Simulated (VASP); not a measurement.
# InSb (F-43m) in VASP: notebook, part 2 of 2

VASP 6.6.1. The steps go on from the part before.

## Step 3: Relaxation of cell and atoms, LDA, target pressure 20 GPa, at which the enthalpy is minimised

This run uses another cell than the first one, of 33.56 Å³/atom.

INCAR

```
SYSTEM = InSb
PREC = Accurate
ENCUT = 600
EDIFF = 1E-6
ISMEAR = -1
SIGMA = 0.15
LREAL = .False.
LASPH = .True.
NELM = 100
ALGO = Normal
ISIF = 3
LWAVE = .False.
LCHARG = .False.
GGA = CA
IBRION = 2
NSW = 80
EDIFFG = -0.001
PSTRESS = 200.0
```

KPOINTS

```
regular mesh
0
Gamma
  12 12 12
  0 0 0
```

POSCAR

```
InSb
1.0
    0.0000000000      3.2255340559      3.2255340559
    3.2255340559      0.0000000000      3.2255340559
    3.2255340559      3.2255340559      0.0000000000
In Sb
1 1
Direct
    0.0000000000      0.0000000000      0.0000000000
    0.7500000000      0.7500000000      0.7500000000
```

Potentials or basis: VASP PAW LDA potentials, release 64 (In_d, Sb).

The run is started by

```
$ cat potpaw_LDA.64/In_d/POTCAR potpaw_LDA.64/Sb/POTCAR > POTCAR
$ mpirun -np 1 vasp_std > vasp.out
```

OUTCAR:

```text
SYSTEM = InSb
   PREC = Accurate
   ENCUT = 600
   EDIFF = 1E-6
   ISMEAR = -1
   LREAL = .False.
   LASPH = .True.
   NELM = 100
   ISIF = 3
   GGA = CA
   IBRION = 2
   NSW = 80
   EDIFFG = -0.001
   PSTRESS = 200.0

 ion  position               nearest neighbor table
   1  0.000  0.000  0.000-   2 2.79   2 2.79   2 2.79   2 2.79
   2  0.750  0.750  0.750-   1 2.79   1 2.79   1 2.79   1 2.79

  LATTYP: Found a face centered cubic cell.
 ALAT       =     6.4510681118

  Lattice vectors:

 A1 = (   0.0000000000,   3.2255340559,   3.2255340559)
 A2 = (   3.2255340559,   0.0000000000,   3.2255340559)
 A3 = (   3.2255340559,   3.2255340559,   0.0000000000)

Analysis of symmetry for initial positions (statically):
=====================================================================
 Subroutine PRICEL returns:
 Original cell was already a primitive cell.

 Routine SETGRP: Setting up the symmetry group for a
 face centered cubic supercell.

 Subroutine GETGRP returns: Found 24 space group operations
 (whereof 24 operations were pure point group operations)
 out of a pool of 48 trial point group operations.

The static configuration has the point symmetry T_d .

Analysis of symmetry for dynamics (positions and initial velocities):
=====================================================================
 Subroutine PRICEL returns:
 Original cell was already a primitive cell.

 Routine SETGRP: Setting up the symmetry group for a
 face centered cubic supercell.

 Subroutine GETGRP returns: Found 24 space group operations
 (whereof 24 operations were pure point group operations)
 out of a pool of 48 trial point group operations.

The dynamic configuration has the point symmetry T_d .

[... 103 lines left out ...]
   NFREE  =      1    steps in history (QN), initial steepest desc. (CG)
   ISIF   =      3    stress and relaxation
   ISYM   =      2    0-nonsym 1-usesym 2-fastsym
   POTIM  = 0.5000    time-step for ionic-motion
   TEBEG  =    0.0;   TEEND  =   0.0 temperature during run
   PSTRESS=  200.0 pullay stress
   NELECT =      18.0000    total number of electrons
   NUPDOWN=      -1.0000    fix difference up-down
   EMIN   =  10.00;   EMAX   =-10.00  energy-range for DOS
   EFERMI =   0.00;   METHOD = LEGACY
   ISMEAR =    -1;   SIGMA  =   0.15  broadening in eV -4-tet -1-fermi 0-gaus
   EFERMI_NEDOS =   21; number of points for ismear=-14 and -15
   IALGO  =     38    algorithm
   IMIX   =      4    mixing-type and parameters
     AMIX     =   0.40;   BMIX     =  1.00
     AMIX_MAG =   1.60;   BMIX_MAG =  1.00
  volume/ion in A,a.u.               =      33.56       226.47
  Fermi-wavevector in a.u.,A,eV,Ry     =   1.055733  1.995046 15.164671  1.114572
  Thomas-Fermi vector in A             =   2.190942
   LORBIT       =      0    0 simple, 1 ext, 2 COOP (PROOUT), +10 PAW based schemes
   GGA     = CA    functional components
   LHFCALC =     F    Hartree Fock is set to
   AEXX    =    0.0000 exact exchange contribution
   IVDW    =     0    specifies the selected vdW correction
   LEPSILON=     F    determine dielectric tensor
   LRPA    =     F    only Hartree local field effects (RPA)
 conjugate gradient relaxation of ions
 non-spin polarized calculation
  energy-cutoff  :      600.00
  volume of cell :       67.12
 maximum number of plane-waves:      2272
   NGX = 19   NGY = 19   NGZ = 19

--------------------------------------- Ionic step        1  -------------------------------------------

 number of electron      17.9999996 magnetization

 Free energy of the ion-electron system (eV)
  ---------------------------------------------------
  ext. energy  EPLUGINS =         0.00000000
  ---------------------------------------------------
  free energy    TOTEN  =        -8.21863833 eV

  energy without entropy =       -8.21209734  energy(sigma->0) =       -8.21536784

------------------------ aborting loop because EDIFF is reached ----------------------------------------

  FORCE on cell =-STRESS in cart. coord.  units (eV):
  Direction    XX          YY          ZZ          XY          YZ          ZX
  --------------------------------------------------------------------------------------
  -------------------------------------------------------------------------------------
  Total        0.0423026      0.0423026      0.0423026      0.0000000      0.0000000     -0.0000000
  in kB        1.0098170      1.0098170      1.0098170      0.0000000      0.0000000     -0.0000000
  external PRESSURE =    -198.9901830 kB  Pullay stress =     200.0000000 kB
[... 883 lines left out ...]
  energy  without entropy=       -7.6919622455  energy(sigma->0) =       -7.69369366

  enthalpy is  TOTEN    =        -0.8874815441 eV   P V=        6.8079435216

[... ionic steps 4 to 23 ...]

--------------------------------------- Ionic step       24  -------------------------------------------

 number of electron      17.9999999 magnetization

------------------------ aborting loop because EDIFF is reached ----------------------------------------
[... 71 lines left out ...]
--------------------------------------- Ionic step       26  -------------------------------------------

 number of electron      17.9999999 magnetization

 Free energy of the ion-electron system (eV)
  ---------------------------------------------------
  ext. energy  EPLUGINS =         0.00000000
  ---------------------------------------------------
  free energy    TOTEN  =        -7.50318603 eV

  energy without entropy =       -7.49947204  energy(sigma->0) =       -7.50132903

 E-fermi :   8.3188     XC(G=0): -10.0926

 val. band max:        8.0423912351   @ k =   0.0000   0.0000   0.0000
 cond. band min:       8.7067214956   @ k =   0.4167   0.4167   0.0000
 fundamental gap:      0.6643302605
 Fermi energy:         8.3188064265
[... 417 lines left out ...]
  energy  without entropy=       -7.4994720361  energy(sigma->0) =       -7.50132903

  enthalpy is  TOTEN    =        -0.9088383140 eV   P V=        6.5943477173

 reached required accuracy - stopping structural energy minimisation
```

OSZICAR:

```text
N       E                     dE             d eps       ncg     rms          rms(c)
DAV:   1     0.117607464344E+03    0.11761E+03   -0.87785E+03  1872   0.153E+03
DAV:   2     0.128910448385E+00   -0.11748E+03   -0.11463E+03  1977   0.330E+02
DAV:   3    -0.813914339325E+01   -0.82681E+01   -0.81949E+01  2472   0.921E+01
DAV:   4    -0.836617693819E+01   -0.22703E+00   -0.22693E+00  2119   0.179E+01
[... 157 lines left out ...]
DAV:   1    -0.750325160986E+01    0.21161E-03   -0.27845E-06  1512   0.369E-02    0.265E-03
DAV:   2    -0.750325144550E+01    0.16436E-06   -0.32723E-07   936   0.151E-02
  25 F= -.90883834E+00 E0= -.90698119E+00  d E =-.199991E-06
       N       E                     dE             d eps       ncg     rms          rms(c)
DAV:   1    -0.750318604880E+01    0.65561E-04   -0.20276E-07   936   0.952E-03    0.856E-04
DAV:   2    -0.750318603125E+01    0.17559E-07   -0.47340E-08   936   0.530E-03
  26 F= -.90883831E+00 E0= -.90698132E+00  d E =-.176370E-06
```

CONTCAR:

```text
InSb
   1.00000000000000
    -0.0000000000000000    2.9781105256824403    2.9781105256824403
     2.9781105256824403    0.0000000000000000    2.9781105256824403
     2.9781105256824403    2.9781105256824403    0.0000000000000000
  In              Sb
     1     1
Direct
     0.0000000000000000    0.0000000000000000    0.0000000000000000
     0.7500000000000000    0.7500000000000000    0.7500000000000000

  0.00000000E+00  0.00000000E+00  0.00000000E+00
  0.00000000E+00  0.00000000E+00  0.00000000E+00
```

Wall time 8 min (1 thread of Intel Xeon Platinum 8375C at 2.90GHz (Ice Lake), shared host); peak memory 0.25 GiB.

What came out:

```yaml
Free_energy: -7.5032 eV
Relaxed_volume: 26.41 Å³/atom
Relaxed_cell: a = 4.212 Å, b = 4.212 Å, c = 4.212 Å, α = 60.00°, β = 60.00°, γ = 60.00°
Space_group_after_relaxing_to_0.1_Å: F-43m (No. 216)
Energy_change_on_relaxing_the_run_minimises_the_enthalpy: +357.7 meV/atom
Ionic_steps: 26
Pressure_after_relaxing: 20.0 GPa
Band_gap_on_the_k_mesh: 0.66 eV (least direct gap 1.15 eV)
```

The path:
```tsv
step	energy change (eV)	largest force (eV/Å)	pressure (GPa)	volume (Å³)
1	0.0000	0.0000	0.10	67.12
2	8.3658	0.0000	151.85	34.23
3	0.5232	0.0000	16.11	54.54
4	0.6363	0.0000	18.39	53.49
5	0.7199	0.0000	20.06	52.79
6	0.6873	0.0000	19.46	53.06
7	0.6889	0.0000	19.47	53.04
8	0.6936	0.0000	19.57	53.00
9	0.6937	0.0000	19.57	53.00
10	0.6939	0.0000	19.56	53.00
11	0.6943	0.0000	19.56	53.00
12	0.6951	0.0000	19.60	52.99
13	0.6967	0.0000	19.63	52.98
14	0.7000	0.0000	19.70	52.95
15	0.7066	0.0000	19.83	52.90
16	0.7199	0.0000	20.09	52.79
17	0.7151	0.0000	19.99	52.83
18	0.7155	0.0000	19.98	52.83
19	0.7177	0.0000	20.04	52.81
20	0.7161	0.0000	20.01	52.82
21	0.7160	0.0000	20.01	52.82
22	0.7156	0.0000	20.02	52.83
23	0.7148	0.0000	19.98	52.83
24	0.7152	0.0000	19.98	52.83
25	0.7154	0.0000	19.99	52.83
26	0.7155	0.0000	20.00	52.83
```

Final structure:
```xyz
2
Lattice="0.0000 2.9781 2.9781 2.9781 0.0000 2.9781 2.9781 2.9781 0.0000" Properties=species:S:1:pos:R:3 pbc="T T T"
In    0.0000    0.0000    0.0000
Sb    4.4672    4.4672    4.4672
```

Caveat: the cell is relaxed towards a set pressure, so the run minimises the enthalpy, not the energy; the volume moved by over 15 % at a fixed basis, so the end points are rough; semilocal functionals underestimate gaps, and a narrow one can read as zero; spin-orbit coupling is left out, which moves the levels of the heavy elements.
